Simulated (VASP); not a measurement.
Write the native input for VASP 6.6.1 that does the following.

```
Task                   : single point
Functional             : PBE
Potentials or basis    : VASP PAW PBE potentials, release 64 (Sn_d, O)
Cutoff                 : 520 eV
k mesh                 : 4 × 4 × 6
Occupations            : gaussian, width 0.01 eV
Spin                   : no spin polarisation
Dipole correction      : no
Further INCAR settings : ALGO = Normal; EDIFF = 1e-06; NBANDS = 35
```

The structure of SnO2 lies in POSCAR:

```
SnO2
1.0
    4.7781832551      0.0000000000      0.0000000000
    0.0000000000      4.7781832551      0.0000000000
    0.0000000000      0.0000000000      3.2055084048
Sn O
2 4
Direct
    0.0000000000      0.0000000000      0.0000000000
    0.5000000000      0.5000000000      0.5000000000
    0.3065716164      0.3065716164      0.0000000000
    0.1934283836      0.8065716164      0.5000000000
    0.6934283836      0.6934283836      0.0000000000
    0.8065716164      0.1934283836      0.5000000000
```

One way to write it, as run:

INCAR

```
PREC = Accurate ; ENCUT = 520
EDIFF = 1E-6 ; ISMEAR = 0
SIGMA = 0.01 ; LREAL = False
LASPH = True ; NELM = 60
ALGO = Normal ; ISIF = 2
LWAVE = False ; LCHARG = False
GGA = PE ; NBANDS = 35
```

KPOINTS

```
regular mesh
0
Gamma
  4 4 6
```

Potentials or basis: VASP PAW PBE potentials, release 64 (Sn_d, O).

The run is started by

```sh
$ cat potpaw_PBE.64/Sn_d/POTCAR potpaw_PBE.64/O/POTCAR > POTCAR
$ mpirun -np 1 vasp_std > vasp.out
```

Results of the run:

The pressure is 6.6 GPa. The largest force is 0.128 eV/Å. The band gap on the k mesh is 1.01 eV.

Caveat: the cell stands under pressure; spin-orbit coupling is left out, which moves the levels of the heavy elements.

Wall time 99 s on 1 thread of AMD EPYC 7R13, with other jobs on the host, peak memory 0.17 GiB.
